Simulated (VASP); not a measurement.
# Pb (Im-3m) in VASP: further runs, part 2 of 2

VASP 6.6.1. The steps go on from the part before.

### 3 Single point, LDA

Input file INCAR:

```
ALGO = Normal
EDIFF = 1E-7
ENCUT = 520
GGA = CA
ISIF = 2
ISMEAR = -1
LASPH = T
LCHARG = T
LELF = T
LREAL = F
LVHAR = T
LWAVE = F
NBANDS = 13
NELM = 80
PREC = Accurate
SIGMA = 0.05
```

Input file KPOINTS:

```
k-points
0
Gamma
  17 17 17
```

Input file POSCAR:

```
Pb
1.0
   -1.6257185464      1.6257185464      1.6257185464
    1.6257185464     -1.6257185464      1.6257185464
    1.6257185464      1.6257185464     -1.6257185464
Pb
1
Direct
    0.0000000000      0.0000000000      0.0000000000
```

Potentials or basis: VASP PAW LDA potentials, release 64 (Pb_d).

Started as:

```bash
cat potpaw_LDA.64/Pb_d/POTCAR > POTCAR
mpirun -np 1 vasp_std > vasp.out
```

OUTCAR:

```text
EDIFF = 1E-7
   ENCUT = 520
   GGA = CA
   ISIF = 2
   ISMEAR = -1
   LASPH = T
   LREAL = F
   NELM = 80
   PREC = Accurate

 ion  position               nearest neighbor table
   1  0.000  0.000  0.000-

  LATTYP: Found a body centered cubic cell.
 ALAT       =     3.2514370928

  Lattice vectors:

 A1 = (  -1.6257185464,   1.6257185464,   1.6257185464)
 A2 = (   1.6257185464,  -1.6257185464,   1.6257185464)
 A3 = (   1.6257185464,   1.6257185464,  -1.6257185464)

Analysis of symmetry for initial positions (statically):
=====================================================================
 Subroutine PRICEL returns:
 Original cell was already a primitive cell.

 Routine SETGRP: Setting up the symmetry group for a
 body centered cubic supercell.

 Subroutine GETGRP returns: Found 48 space group operations
 (whereof 48 operations were pure point group operations)
 out of a pool of 48 trial point group operations.

The static configuration has the point symmetry O_h .

Analysis of symmetry for dynamics (positions and initial velocities):
=====================================================================
 Subroutine PRICEL returns:
 Original cell was already a primitive cell.

 Routine SETGRP: Setting up the symmetry group for a
 body centered cubic supercell.

 Subroutine GETGRP returns: Found 48 space group operations
 (whereof 48 operations were pure point group operations)
 out of a pool of 48 trial point group operations.

The dynamic configuration has the point symmetry O_h .

 Subroutine INISYM returns: Found 48 space group operations
 (whereof 48 operations are pure point group operations),
 and found     1 'primitive' translations

----------------------------------------------------------------------------------------

                                     Primitive cell

  volume of cell :      17.1868

  direct lattice vectors                    reciprocal lattice vectors
    -1.625718546  1.625718546  1.625718546     0.000000000  0.307556312  0.307556312
     1.625718546 -1.625718546  1.625718546     0.307556312  0.000000000  0.307556312
     1.625718546  1.625718546 -1.625718546     0.307556312  0.307556312  0.000000000

  length of vectors
     2.815827121  2.815827121  2.815827121     0.434950307  0.434950307  0.434950307

  position of ions in fractional coordinates (direct lattice)
     0.000000000  0.000000000  0.000000000

  ion indices of the primitive-cell ions
   primitive index   ion index
                 1           1

----------------------------------------------------------------------------------------

 KPOINTS: k-points

Automatic generation of k-mesh.
 Grid dimensions read from file:
 generate k-points for:   17   17   17

 Generating k-lattice:

  Cartesian coordinates                     Fractional coordinates (reciprocal lattice)
     0.000000000  0.018091548  0.018091548     0.058823529  0.000000000  0.000000000
     0.018091548  0.000000000  0.018091548     0.000000000  0.058823529  0.000000000
     0.018091548  0.018091548  0.000000000     0.000000000  0.000000000  0.058823529

  Length of vectors
     0.025585312  0.025585312  0.025585312

  Shift w.r.t. Gamma in fractional coordinates (k-lattice)
     0.000000000  0.000000000  0.000000000

 Subroutine IBZKPT returns following result:
 ===========================================

 Found    165 irreducible k-points:

 Following reciprocal coordinates:
            Coordinates               Weight
  0.000000  0.000000  0.000000      1.000000
  0.058824  0.000000  0.000000     12.000000
  0.117647  0.000000  0.000000     12.000000
  0.176471  0.000000  0.000000     12.000000
  0.235294  0.000000  0.000000     12.000000
  0.294118  0.000000  0.000000     12.000000
[... 16 lines left out ...]
  0.411765  0.117647  0.000000     48.000000
  0.176471  0.176471  0.000000     24.000000
 [... further k-points ...]
   k-points           NKPTS =    165   k-points in BZ     NKDIM =    165   number of bands    NBANDS=     13
   number of dos      NEDOS =    301   number of ions     NIONS =      1
   total plane-waves  NPLWV =  13824
   dimension x,y,z NGX =    24 NGY =   24 NGZ =   24
   dimension x,y,z NGXF=    48 NGYF=   48 NGZF=   48
   ions per type =               1
   NGX,Y,Z   is equivalent  to a cutoff of  14.17, 14.17, 14.17 a.u.
   NGXF,Y,Z  is equivalent  to a cutoff of  28.34, 28.34, 28.34 a.u.
 SYSTEM =  unknown system
   PREC   = accura    normal or accurate (medium, high low for compatibility)
   ISTART =      0    job   : 0-new  1-cont  2-samecut
   ICHARG =      2    charge: 1-file 2-atom 10-const
   ISPIN  =      1    spin polarized calculation?
   LNONCOLLINEAR =      F non collinear calculations
   LSORBIT =      F    spin-orbit coupling
   LASPH  =      T    aspherical Exc in radial PAW
   ENCUT  =  520.0 eV  38.22 Ry    6.18 a.u.   5.24  5.24  5.24*2*pi/ulx,y,z
   NELM   =     80;   NELMIN=  2; NELMDL= -5     # of ELM steps
   EDIFF  = 0.1E-06   stopping-criterion for ELM
   LREAL  =      F    real-space projection
   EDIFFG = 0.1E-05   stopping-criterion for IOM
   NSW    =      0    number of steps for IOM
   IBRION =     -1    ionic relax: 0-MD 1-quasi-New 2-CG
   NFREE  =      0    steps in history (QN), initial steepest desc. (CG)
   ISIF   =      2    stress and relaxation
   ISYM   =      2    0-nonsym 1-usesym 2-fastsym
   POTIM  = 0.5000    time-step for ionic-motion
   TEBEG  =    0.0;   TEEND  =   0.0 temperature during run
   PSTRESS=    0.0 pullay stress
   NELECT =      14.0000    total number of electrons
   NUPDOWN=      -1.0000    fix difference up-down
   EMIN   =  10.00;   EMAX   =-10.00  energy-range for DOS
   EFERMI =   0.00;   METHOD = LEGACY
   ISMEAR =    -1;   SIGMA  =   0.05  broadening in eV -4-tet -1-fermi 0-gaus
   EFERMI_NEDOS =   21; number of points for ismear=-14 and -15
   IALGO  =     38    algorithm
   IMIX   =      4    mixing-type and parameters
     AMIX     =   0.40;   BMIX     =  1.00
     AMIX_MAG =   1.60;   BMIX_MAG =  1.00
  volume/ion in A,a.u.               =      17.19       115.98
  Fermi-wavevector in a.u.,A,eV,Ry     =   1.528923  2.889245 31.805035  2.337604
  Thomas-Fermi vector in A             =   2.636615
   LORBIT       =      0    0 simple, 1 ext, 2 COOP (PROOUT), +10 PAW based schemes
   GGA     = CA    functional components
   LHFCALC =     F    Hartree Fock is set to
   AEXX    =    0.0000 exact exchange contribution
   IVDW    =     0    specifies the selected vdW correction
   LEPSILON=     F    determine dielectric tensor
   LRPA    =     F    only Hartree local field effects (RPA)
 non-spin polarized calculation
  energy-cutoff  :      520.00
  volume of cell :       17.19
 maximum number of plane-waves:       478
 NGX is ok and might be reduce to    24
   NGX = 11   NGY = 11   NGZ = 11

 number of electron      14.0000002 magnetization

 Free energy of the ion-electron system (eV)
  ---------------------------------------------------
  ext. energy  EPLUGINS =         0.00000000
  ---------------------------------------------------
  free energy    TOTEN  =        -2.06446814 eV

  energy without entropy =       -2.06242844  energy(sigma->0) =       -2.06344829

 E-fermi :  15.8770     XC(G=0): -13.4790

 val. band max:       15.8201632669   @ k =   0.2941   0.1765   0.1176
 cond. band min:      15.9671711728   @ k =   0.2353   0.2353   0.1765
 fundamental gap:      0.1470079059
 Fermi energy:        15.8770118421

 k-point     1 :       0.0000    0.0000    0.0000
  band No.  band energies     occupation
      1      -2.8609      2.00000
      2      -2.8609      2.00000
      3      -2.8609      2.00000
      4      -1.8363      2.00000
      5      -1.8363      2.00000
      6      -1.5958      2.00000
      7      26.7641      0.00000
      8      26.7641      0.00000
      9      26.7641      0.00000
     10      29.9332      0.00000
     11      29.9332      0.00000
     12      29.9332      0.00000
     13      33.6127      0.00000
[... 353 lines left out ...]
 k-point    24 :       0.1765    0.1765    0.0000
  band No.  band energies     occupation
      1      -3.1150      2.00000
      2      -2.8548      2.00000
      3      -2.0993      2.00000
      4      -2.0375      2.00000
      5      -1.7910      2.00000
      6       2.0123      2.00000
      7      17.4922      0.00000
      8      19.6238      0.00000
      9      23.3999      0.00000
     10      27.9135      0.00000
     11      30.1132      0.00000
     12      32.0803      0.00000
     13      35.0736      0.00000

 [... further k-points ...]

------------------------ aborting loop because EDIFF is reached ----------------------------------------

  FORCE on cell =-STRESS in cart. coord.  units (eV):
  Direction    XX          YY          ZZ          XY          YZ          ZX
  --------------------------------------------------------------------------------------
  -------------------------------------------------------------------------------------
  Total       10.5021944     10.5021944     10.5021944      0.0000000      0.0000000     -0.0000000
  in kB      979.0267588    979.0267588    979.0267588      0.0000000      0.0000000     -0.0000000
  external PRESSURE =     979.0267588 kB  Pullay stress =       0.0000000 kB

 VOLUME and BASIS-vectors are now :
 -----------------------------------------------------------------------------
  energy-cutoff  :      520.00
  volume of cell :       17.19
      direct lattice vectors                 reciprocal lattice vectors
    -1.625718546  1.625718546  1.625718546     0.000000000  0.307556312  0.307556312
     1.625718546 -1.625718546  1.625718546     0.307556312  0.000000000  0.307556312
     1.625718546  1.625718546 -1.625718546     0.307556312  0.307556312  0.000000000

 POSITION                                       TOTAL-FORCE (eV/Angst)
 -----------------------------------------------------------------------------------
      0.00000      0.00000      0.00000        -0.000000     -0.000000     -0.000000
 -----------------------------------------------------------------------------------
    total drift:                               -0.000000      0.000000     -0.000000

  FREE ENERGIE OF THE ION-ELECTRON SYSTEM (eV)
  ---------------------------------------------------
  free  energy   TOTEN  =        -2.0644681363 eV

  energy  without entropy=       -2.0624284432  energy(sigma->0) =       -2.06344829
```

stdout:

```text
POSCAR found type information on POSCAR Pb
 POSCAR found :  1 types and       1 ions
 scaLAPACK will be used
 LDA part: xc-table for (Slater(with rela. corr.)+CA(PZ))
 , standard interpolation
 POSCAR, INCAR and KPOINTS ok, starting setup
 FFT: planning ... GRIDC
 FFT: planning ... GRID_SOFT
 FFT: planning ... GRID
 WAVECAR not read
 entering main loop
```

It took 18 s on 1 thread of Intel Xeon 6975P-C, shared host; peak memory 0.15 GiB.

Results:

```yaml
Free_energy: -2.0645 eV
Pressure: 97.9 GPa
Band_gap_on_the_k_mesh: zero (band 7 reaches 26.76 eV, above the bottom of band 8 at 11.94 eV)
```

Levels at points of the mesh, in eV from the Fermi level:
```
           k point  band 4  band 5  band 6  band 7  band 8  band 9  band 10  band 11
(0.00, 0.00, 0.00)  -17.71  -17.71  -17.47   10.89   10.89   10.89    14.06    14.06
```

Caveat: spin-orbit coupling is left out, which moves the levels of the heavy elements.

### 4 Relaxation of cell and atoms, LDA, target pressure 97 GPa, at which the enthalpy is minimised

Input file INCAR:

```
ALGO = Normal ; EDIFF = 1E-7
EDIFFG = -0.005 ; ENCUT = 600
GGA = CA ; IBRION = 2
ISIF = 3 ; ISMEAR = -1
LASPH = T ; LCHARG = F
LREAL = F ; LWAVE = F
NELM = 100 ; NSW = 32
PREC = Accurate ; PSTRESS = 970.0
SIGMA = 0.05
```

KPOINTS is that of step 3.

POSCAR is that of step 3.

Started as:

```bash
cat potpaw_LDA.64/Pb_d/POTCAR > POTCAR
mpirun -np 1 vasp_std > vasp.out
```

It took 36 s on 1 thread of Intel Xeon 6975P-C, shared host; peak memory 0.16 GiB.

The run converged. Its results:

```
Free energy                                            : -2.0891 eV
Relaxed volume                                         : 17.23 Å³/atom
Relaxed cell                                           : a = 2.818 Å, b = 2.818 Å, c = 2.818 Å, α = 109.47°, β = 109.47°, γ = 109.47°
Space group after relaxing (to 0.05 Å)                 : Im-3m (No. 229)
Energy change on relaxing (the enthalpy is what falls) : -24.4 meV/atom
Ionic steps                                            : 3
Pressure after relaxing                                : 97.0 GPa
Band gap on the k mesh                                 : zero (band 7 reaches 26.72 eV, above the bottom of band 8 at 11.90 eV)
```

Step by step:
```tsv
step	energy change (eV)	largest force (eV/Å)	pressure (GPa)	volume (Å³)
1	0.0000	0.0000	98.01	17.19
2	-0.1599	0.0000	91.35	17.46
3	-0.0244	0.0000	97.00	17.23
```

Final structure:
```
CELL_PARAMETERS angstrom
-1.62698 1.62698 1.62698
1.62698 -1.62698 1.62698
1.62698 1.62698 -1.62698
ATOMIC_POSITIONS crystal
Pb 0.00000 0.00000 0.00000
```

Levels at points of the mesh, in eV from the Fermi level:
| k point | band 3 | band 4 | band 5 | band 6 | band 7 | band 8 | band 9 | band 10 | band 11 |
| --- | --- | --- | --- | --- | --- | --- | --- | --- | --- |
| (0.00, 0.00, 0.00) | -18.73 | -17.71 | -17.71 | -17.44 | 10.89 | 10.89 | 10.89 | 14.02 | 14.02 |

Caveat: the cell is relaxed towards a set pressure, so the enthalpy falls and the energy may rise; spin-orbit coupling is left out, which moves the levels of the heavy elements.

### 5 Relaxation of cell and atoms, LDA, target pressure 97 GPa, at which the enthalpy is minimised

This run uses another cell than the first one, of 17.32 Å³/atom, 1.008 times its volume.

Input file INCAR:

```
ALGO = Normal
EDIFF = 1E-6
EDIFFG = -0.005
ENCUT = 600
GGA = CA
IBRION = 2
ISIF = 3
ISMEAR = -1
LASPH = True
LCHARG = False
LREAL = False
LWAVE = False
NELM = 80
NSW = 60
PREC = Accurate
PSTRESS = 970.0
SIGMA = 0.05
```

KPOINTS is that of step 4.

Input file POSCAR:

```
Pb
1.0
   -1.6298268994      1.6298268994      1.6298268994
    1.6298268994     -1.6298268994      1.6298268994
    1.6298268994      1.6298268994     -1.6298268994
Pb
1
Direct
    0.0000000000      0.0000000000      0.0000000000
```

Started as:

```bash
cat potpaw_LDA.64/Pb_d/POTCAR > POTCAR
mpirun -np 1 vasp_std > vasp.out
```

Run time: 42 s. Hardware: 1 thread of Intel Xeon 6975P-C, shared host; peak memory 0.17 GiB.

The run converged. Its results:

| Quantity | Value |
| --- | --- |
| Free energy | -2.0890 eV |
| Relaxed volume | 17.23 Å³/atom |
| Relaxed cell | a = 2.818 Å, b = 2.818 Å, c = 2.818 Å, α = 109.47°, β = 109.47°, γ = 109.47° |
| Space group after relaxing (to 0.05 Å) | Im-3m (No. 229) |
| Energy change on relaxing (the enthalpy is what falls) | +54.2 meV/atom |
| Ionic steps | 4 |
| Pressure after relaxing | 97.0 GPa |
| Band gap on the k mesh | zero (band 7 reaches 26.72 eV, above the bottom of band 8 at 11.90 eV) |

The path:
| step | energy change (eV) | largest force (eV/Å) | pressure (GPa) | volume (Å³) |
| --- | --- | --- | --- | --- |
| 1 | 0.0000 | 0.0000 | 94.77 | 17.32 |
| 2 | 0.3825 | 0.0000 | 110.73 | 16.72 |
| 3 | 0.0530 | 0.0000 | 96.95 | 17.23 |
| 4 | 0.0542 | 0.0000 | 97.00 | 17.23 |

Final structure:
```
Pb
1.0
    -1.62698    1.62698    1.62698
     1.62698   -1.62698    1.62698
     1.62698    1.62698   -1.62698
Pb
1
Direct
  0.00000 0.00000 0.00000
```

Levels at points of the mesh, in eV from the Fermi level:
```tsv
k point	band 3	band 4	band 5	band 6	band 7	band 8	band 9	band 10	band 11
(0.00, 0.00, 0.00)	-18.73	-17.71	-17.71	-17.44	10.89	10.89	10.89	14.02	14.02
```

Caveat: the cell is relaxed towards a set pressure, so the enthalpy falls and the energy may rise; spin-orbit coupling is left out, which moves the levels of the heavy elements.

### 6 The runs side by side

| task | cell | cutoff (eV) | gap on the mesh (eV) | pressure (GPa) |
| --- | --- | --- | --- | --- |
| single point | a = 2.816 Å, angles 109.5°, 1 atom | 520 | none | 97.9 |
| relaxation of cell and atoms | relaxed to 97 GPa from a = 2.816 Å, angles 109.5°, 1 atom | 600 | none | 97.0 |
| relaxation of cell and atoms | relaxed to 97 GPa from a = 2.823 Å, angles 109.5°, 1 atom | 600 | none | 97.0 |

Alike in all rows: level LDA; potentials or basis VASP PAW LDA potentials, release 64 (Pb_d); no spin polarisation; k mesh 17 × 17 × 17; smearing fermi-dirac 0.05 eV.

Caveats: spin-orbit coupling is left out, which moves the levels of the heavy elements; the cell is relaxed towards a set pressure, so the enthalpy falls and the energy may rise (some runs).

Absolute energies hang on the potentials; compare differences alone.
